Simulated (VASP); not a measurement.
# KI (F-43m) in VASP: single point with PBE

Aim: the single point of KI with PBE.

Everything below comes from runs of VASP 6.6.1. Logs are shortened: lines on timing, memory, paths and dates and some standing lists are left out, and cuts for length are marked.

### 1 The cell of the first run

Symmetry: F-43m, No. 216, cubic system. The conventional cell has a = 7.932 Å, b = 7.932 Å, c = 7.932 Å, α = 90.00°, β = 90.00°, γ = 90.00°. Within 4.5 Å of K (site symmetry -43m) lie 4 I at 3.43 Å. Within 4.5 Å of I (site symmetry -43m) lie 4 K at 3.43 Å.

### 2 Single point, PBE

INCAR reads:

```
PREC     = Accurate       # precision mode
ENCUT    = 500            # plane-wave cutoff, eV
EDIFF    = 1E-6           # SCF threshold, eV
ISMEAR   = 0              # smearing method
SIGMA    = 0.01           # smearing width, eV
LREAL    = False          # projectors in reciprocal space
LASPH    = True           # aspherical terms in the spheres
NELM     = 120            # most SCF steps
ALGO     = Normal         # electronic algorithm
ISIF     = 2              # what is computed and relaxed
LWAVE    = False          # write WAVECAR
LCHARG   = False          # write CHGCAR
GGA      = PE             # functional
NBANDS   = 15             # bands
GGA_COMPAT= False
```

KPOINTS reads:

```
regular mesh
0
Gamma
  4 4 4
```

POSCAR reads:

```
KI
1.0
    0.0000000000      3.9658927787      3.9658927787
    3.9658927787      0.0000000000      3.9658927787
    3.9658927787      3.9658927787      0.0000000000
K I
1 1
Direct
    0.0000000000      0.0000000000      0.0000000000
    0.2500000000      0.2500000000      0.2500000000
```

Potentials or basis: VASP PAW PBE potentials, release 64 (K_sv, I).

Started as:

```console
$ cat potpaw_PBE.64/K_sv/POTCAR potpaw_PBE.64/I/POTCAR > POTCAR
$ mpirun -np 1 vasp_std > vasp.out
```

OUTCAR:

```text
PREC = Accurate
   ENCUT = 500
   EDIFF = 1E-6
   ISMEAR = 0
   LREAL = False
   LASPH = True
   NELM = 120
   ISIF = 2
   GGA = PE

 ion  position               nearest neighbor table
   1  0.000  0.000  0.000-   2 3.43   2 3.43   2 3.43   2 3.43
   2  0.250  0.250  0.250-   1 3.43   1 3.43   1 3.43   1 3.43

  LATTYP: Found a face centered cubic cell.
 ALAT       =     7.9317855574

  Lattice vectors:

 A1 = (   0.0000000000,   3.9658927787,   3.9658927787)
 A2 = (   3.9658927787,   0.0000000000,   3.9658927787)
 A3 = (   3.9658927787,   3.9658927787,   0.0000000000)

Analysis of symmetry for initial positions (statically):
=====================================================================
 Subroutine PRICEL returns:
 Original cell was already a primitive cell.

 Routine SETGRP: Setting up the symmetry group for a
 face centered cubic supercell.

 Subroutine GETGRP returns: Found 24 space group operations
 (whereof 24 operations were pure point group operations)
 out of a pool of 48 trial point group operations.

The static configuration has the point symmetry T_d .

Analysis of symmetry for dynamics (positions and initial velocities):
=====================================================================
 Subroutine PRICEL returns:
 Original cell was already a primitive cell.

 Routine SETGRP: Setting up the symmetry group for a
 face centered cubic supercell.

 Subroutine GETGRP returns: Found 24 space group operations
 (whereof 24 operations were pure point group operations)
 out of a pool of 48 trial point group operations.

The dynamic configuration has the point symmetry T_d .

 Subroutine INISYM returns: Found 24 space group operations
 (whereof 24 operations are pure point group operations),
 and found     1 'primitive' translations

----------------------------------------------------------------------------------------

                                     Primitive cell

  volume of cell :     124.7535

  direct lattice vectors                    reciprocal lattice vectors
     0.000000000  3.965892779  3.965892779    -0.126075017  0.126075017  0.126075017
     3.965892779  0.000000000  3.965892779     0.126075017 -0.126075017  0.126075017
     3.965892779  3.965892779  0.000000000     0.126075017  0.126075017 -0.126075017

  length of vectors
     5.608619355  5.608619355  5.608619355     0.218368335  0.218368335  0.218368335

  position of ions in fractional coordinates (direct lattice)
     0.000000000  0.000000000  0.000000000
     0.250000000  0.250000000  0.250000000

  ion indices of the primitive-cell ions
   primitive index   ion index
                 1           1
                 2           2

----------------------------------------------------------------------------------------

 KPOINTS: regular mesh

Automatic generation of k-mesh.
 Grid dimensions read from file:
 generate k-points for:    4    4    4

 Generating k-lattice:

  Cartesian coordinates                     Fractional coordinates (reciprocal lattice)
    -0.031518754  0.031518754  0.031518754     0.250000000  0.000000000  0.000000000
     0.031518754 -0.031518754  0.031518754     0.000000000  0.250000000  0.000000000
     0.031518754  0.031518754 -0.031518754     0.000000000  0.000000000  0.250000000

  Length of vectors
     0.054592084  0.054592084  0.054592084

  Shift w.r.t. Gamma in fractional coordinates (k-lattice)
     0.000000000  0.000000000  0.000000000

 Subroutine IBZKPT returns following result:
 ===========================================

 Found      8 irreducible k-points:

 Following reciprocal coordinates:
            Coordinates               Weight
  0.000000  0.000000  0.000000      1.000000
  0.250000  0.000000  0.000000      8.000000
  0.500000  0.000000  0.000000      4.000000
  0.250000  0.250000  0.000000      6.000000
  0.500000  0.250000  0.000000     24.000000
 -0.250000  0.250000  0.000000     12.000000
  0.500000  0.500000  0.000000      3.000000
 -0.250000  0.500000  0.250000      6.000000
   k-points           NKPTS =      8   k-points in BZ     NKDIM =      8   number of bands    NBANDS=     15
   number of dos      NEDOS =    301   number of ions     NIONS =      2
   total plane-waves  NPLWV =  74088
   dimension x,y,z NGX =    42 NGY =   42 NGZ =   42
   dimension x,y,z NGXF=    84 NGYF=   84 NGZF=   84
   ions per type =               1   1
   NGX,Y,Z   is equivalent  to a cutoff of  12.45, 12.45, 12.45 a.u.
   NGXF,Y,Z  is equivalent  to a cutoff of  24.90, 24.90, 24.90 a.u.
 SYSTEM =  unknown system
   PREC   = accura    normal or accurate (medium, high low for compatibility)
   ISTART =      0    job   : 0-new  1-cont  2-samecut
   ICHARG =      2    charge: 1-file 2-atom 10-const
   ISPIN  =      1    spin polarized calculation?
   LNONCOLLINEAR =      F non collinear calculations
   LSORBIT =      F    spin-orbit coupling
   LASPH  =      T    aspherical Exc in radial PAW
   ENCUT  =  500.0 eV  36.75 Ry    6.06 a.u.  10.23 10.23 10.23*2*pi/ulx,y,z
   NELM   =    120;   NELMIN=  2; NELMDL= -5     # of ELM steps
   EDIFF  = 0.1E-05   stopping-criterion for ELM
   LREAL  =      F    real-space projection
   EDIFFG = 0.1E-04   stopping-criterion for IOM
   NSW    =      0    number of steps for IOM
   IBRION =     -1    ionic relax: 0-MD 1-quasi-New 2-CG
   NFREE  =      0    steps in history (QN), initial steepest desc. (CG)
   ISIF   =      2    stress and relaxation
   ISYM   =      2    0-nonsym 1-usesym 2-fastsym
   POTIM  = 0.5000    time-step for ionic-motion
   TEBEG  =    0.0;   TEEND  =   0.0 temperature during run
   PSTRESS=    0.0 pullay stress
   NELECT =      16.0000    total number of electrons
   NUPDOWN=      -1.0000    fix difference up-down
   EMIN   =  10.00;   EMAX   =-10.00  energy-range for DOS
   EFERMI =   0.00;   METHOD = LEGACY
   ISMEAR =     0;   SIGMA  =   0.01  broadening in eV -4-tet -1-fermi 0-gaus
   EFERMI_NEDOS =   21; number of points for ismear=-14 and -15
   IALGO  =     38    algorithm
   IMIX   =      4    mixing-type and parameters
     AMIX     =   0.40;   BMIX     =  1.00
     AMIX_MAG =   1.60;   BMIX_MAG =  1.00
  volume/ion in A,a.u.               =      62.38       420.94
  Fermi-wavevector in a.u.,A,eV,Ry     =   0.825589  1.560137  9.273691  0.681597
  Thomas-Fermi vector in A             =   1.937474
   LORBIT       =      0    0 simple, 1 ext, 2 COOP (PROOUT), +10 PAW based schemes
   GGA     = PE    functional components
   LHFCALC =     F    Hartree Fock is set to
   AEXX    =    0.0000 exact exchange contribution
   IVDW    =     0    specifies the selected vdW correction
   LEPSILON=     F    determine dielectric tensor
   LRPA    =     F    only Hartree local field effects (RPA)
 non-spin polarized calculation
 Gauss-broadening in eV      SIGMA  =   0.01
  energy-cutoff  :      500.00
  volume of cell :      124.75
 maximum number of plane-waves:      3218
 NGX is ok and might be reduce to    42
   NGX = 21   NGY = 21   NGZ = 21

 number of electron      16.0000003 magnetization

 Free energy of the ion-electron system (eV)
  ---------------------------------------------------
  ext. energy  EPLUGINS =         0.00000000
  ---------------------------------------------------
  free energy    TOTEN  =        -5.38590219 eV

  energy without entropy =       -5.38590219  energy(sigma->0) =       -5.38590219

 E-fermi :  -2.1337     XC(G=0):  -5.7318

 val. band max:       -2.1849452726   @ k =   0.0000   0.0000   0.0000
 cond. band min:       1.7464674755   @ k =   0.0000   0.0000   0.0000
 fundamental gap:      3.9314127480
 Fermi energy:        -2.1337103398

 k-point     1 :       0.0000    0.0000    0.0000
  band No.  band energies     occupation
      1     -30.6484      2.00000
      2     -14.1428      2.00000
      3     -14.1428      2.00000
      4     -14.1428      2.00000
      5     -12.1991      2.00000
      6      -2.1849      2.00000
      7      -2.1849      2.00000
      8      -2.1849      2.00000
      9       1.7465      0.00000
     10       5.3589      0.00000
     11       5.3589      0.00000
     12       5.9779      0.00000
     13       5.9779      0.00000
     14       5.9779      0.00000
     15       6.9540      0.00000

 k-point     2 :       0.2500    0.0000    0.0000
  band No.  band energies     occupation
      1     -30.6482      2.00000
      2     -14.1718      2.00000
      3     -14.1443      2.00000
      4     -14.1443      2.00000
      5     -12.1496      2.00000
      6      -2.4438      2.00000
      7      -2.1881      2.00000
      8      -2.1881      2.00000
      9       2.5542      0.00000
     10       5.0217      0.00000
     11       5.0217      0.00000
     12       5.2212      0.00000
     13       6.2366      0.00000
     14       6.3653      0.00000
     15       6.3653      0.00000

 k-point     3 :       0.5000    0.0000    0.0000
  band No.  band energies     occupation
      1     -30.6479      2.00000
      2     -14.1995      2.00000
      3     -14.1458      2.00000
      4     -14.1458      2.00000
      5     -12.1016      2.00000
      6      -2.6460      2.00000
      7      -2.1919      2.00000
      8      -2.1919      2.00000
      9       3.4800      0.00000
     10       4.3178      0.00000
     11       4.9323      0.00000
     12       4.9323      0.00000
     13       6.2728      0.00000
     14       6.2728      0.00000
     15       6.8343      0.00000

 k-point     4 :       0.2500    0.2500    0.0000
  band No.  band energies     occupation
      1     -30.6481      2.00000
      2     -14.1782      2.00000
      3     -14.1464      2.00000
      4     -14.1464      2.00000
      5     -12.1334      2.00000
      6      -2.4671      2.00000
      7      -2.2145      2.00000
      8      -2.2145      2.00000
      9       2.7927      0.00000
     10       4.2686      0.00000
     11       5.1502      0.00000
     12       5.8054      0.00000
     13       6.3007      0.00000
     14       6.3007      0.00000
     15       6.9814      0.00000

 k-point     5 :       0.5000    0.2500    0.0000
  band No.  band energies     occupation
      1     -30.6479      2.00000
      2     -14.2028      2.00000
      3     -14.1506      2.00000
      4     -14.1479      2.00000
      5     -12.0857      2.00000
      6      -2.5755      2.00000
      7      -2.3139      2.00000
      8      -2.2173      2.00000
      9       3.4899      0.00000
     10       4.1242      0.00000
     11       4.9127      0.00000
     12       5.4320      0.00000
     13       6.4663      0.00000
     14       6.4790      0.00000
     15       6.9267      0.00000

 k-point     6 :      -0.2500    0.2500    0.0000
  band No.  band energies     occupation
      1     -30.6479      2.00000
      2     -14.1949      2.00000
      3     -14.1506      2.00000
      4     -14.1458      2.00000
      5     -12.1015      2.00000
      6      -2.5180      2.00000
      7      -2.3372      2.00000
      8      -2.1910      2.00000
      9       3.4602      0.00000
     10       4.3646      0.00000
     11       4.8530      0.00000
     12       4.8715      0.00000
     13       6.5196      0.00000
     14       6.5208      0.00000
     15       6.8729      0.00000

 k-point     7 :       0.5000    0.5000    0.0000
  band No.  band energies     occupation
      1     -30.6478      2.00000
      2     -14.2113      2.00000
      3     -14.1499      2.00000
      4     -14.1499      2.00000
      5     -12.0700      2.00000
      6      -2.6652      2.00000
      7      -2.2417      2.00000
      8      -2.2417      2.00000
      9       3.1020      0.00000
     10       4.0665      0.00000
     11       5.7239      0.00000
     12       6.1727      0.00000
     13       6.1727      0.00000
     14       6.5792      0.00000
     15       6.6255      0.00000

 k-point     8 :      -0.2500    0.5000    0.2500
  band No.  band energies     occupation
      1     -30.6478      2.00000
      2     -14.2088      2.00000
      3     -14.1525      2.00000
      4     -14.1500      2.00000
      5     -12.0701      2.00000
      6      -2.4972      2.00000
      7      -2.4285      2.00000
      8      -2.2525      2.00000
      9       3.4177      0.00000
     10       4.2896      0.00000
     11       5.2345      0.00000
     12       5.4099      0.00000
     13       6.2330      0.00000
     14       6.6042      0.00000
     15       6.9906      0.00000

------------------------ aborting loop because EDIFF is reached ----------------------------------------

  FORCE on cell =-STRESS in cart. coord.  units (eV):
  Direction    XX          YY          ZZ          XY          YZ          ZX
  --------------------------------------------------------------------------------------
  -------------------------------------------------------------------------------------
  Total        0.1487412      0.1487412      0.1487412     -0.0000000      0.0000000     -0.0000000
  in kB        1.9102449      1.9102449      1.9102449     -0.0000000      0.0000000     -0.0000000
  external PRESSURE =       1.9102449 kB  Pullay stress =       0.0000000 kB

 VOLUME and BASIS-vectors are now :
 -----------------------------------------------------------------------------
  energy-cutoff  :      500.00
  volume of cell :      124.75
      direct lattice vectors                 reciprocal lattice vectors
     0.000000000  3.965892779  3.965892779    -0.126075017  0.126075017  0.126075017
     3.965892779  0.000000000  3.965892779     0.126075017 -0.126075017  0.126075017
     3.965892779  3.965892779  0.000000000     0.126075017  0.126075017 -0.126075017

 POSITION                                       TOTAL-FORCE (eV/Angst)
 -----------------------------------------------------------------------------------
      0.00000      0.00000      0.00000        -0.000000     -0.000000     -0.000000
      1.98295      1.98295      1.98295         0.000000      0.000000      0.000000
 -----------------------------------------------------------------------------------
    total drift:                                0.000000      0.000000      0.000000

  FREE ENERGIE OF THE ION-ELECTRON SYSTEM (eV)
  ---------------------------------------------------
  free  energy   TOTEN  =        -5.3859021922 eV

  energy  without entropy=       -5.3859021922  energy(sigma->0) =       -5.38590219
```

Run time: 44 s. Hardware: 1 thread of Intel Xeon 8259CL, shared host; peak memory 0.25 GiB.

What came out:

```yaml
Free_energy: -5.3859 eV
Pressure: 0.2 GPa
Band_gap_on_the_k_mesh: 3.93 eV, direct
```

Levels at points of the mesh, in eV from the valence-band top:
```csv
k point,band 4,band 5,band 6,band 7,band 8,band 9,band 10,band 11,band 12,band 13
"(0.00, 0.00, 0.00)",-11.96,-10.01,0.00,0.00,0.00,3.93,7.54,7.54,8.16,8.16
"(0.50, 0.00, 0.00)",-11.96,-9.92,-0.46,-0.01,-0.01,5.66,6.50,7.12,7.12,8.46
"(0.50, 0.50, 0.00)",-11.96,-9.89,-0.48,-0.06,-0.06,5.29,6.25,7.91,8.36,8.36
```

Caveat: spin-orbit coupling is left out, which moves the levels of the heavy elements.
